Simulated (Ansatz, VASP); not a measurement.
# Two plane-wave programs on CrCuTe3

```xyz
5
Lattice="6.1053 0.0000 0.0000 -3.0527 5.2874 0.0000 0.0000 0.0000 5.0030" Properties=species:S:1:pos:R:3 pbc="T T T"
Cr    0.0000    0.0000    2.5015
Cu    0.0000    0.0000    0.0000
Te    3.0527    0.0000    0.0000
Te   -1.5263    2.6437    0.0000
Te    1.5263    2.6437    0.0000
```

Alike in both runs: functional PBE; k mesh 6 × 6 × 8; occupations gaussian, width 0.1 eV; collinear spin.

Ansatz relaxed the structure, and its values are those at the end. VASP's run is a single point on that final structure, the one shown.

|  | VASP | Ansatz |
| --- | --- | --- |
| version | VASP 6.6.1 | Ansatz 0.2.0 |
| potentials or method | VASP PAW PBE potentials, release 64 (Cr_pv, Cu, Te), cutoff 520 eV | scalar-relativistic, plane waves, PAW |
| valence electrons in the cell | 41 | 81 |

```csv
,VASP,Ansatz,Ansatz less VASP
gap on the k mesh at the Fermi level (eV),none,none,-
pressure (GPa),0.0,0.0,+0.01
net moment per atom (μB),0.97,0.97,-0.001
size of the moment on the site where the two differ most (μB),4.17,3.90,-0.262
```

Site moments also hang on the region over which each program counts them. A gap of «none» marks a metal or a gap that the smearing closes. VASP's potentials hold 41 valence electrons a cell and Ansatz's 81, so a difference there can come from the potentials and not from the codes.

Spin-orbit coupling is off throughout.
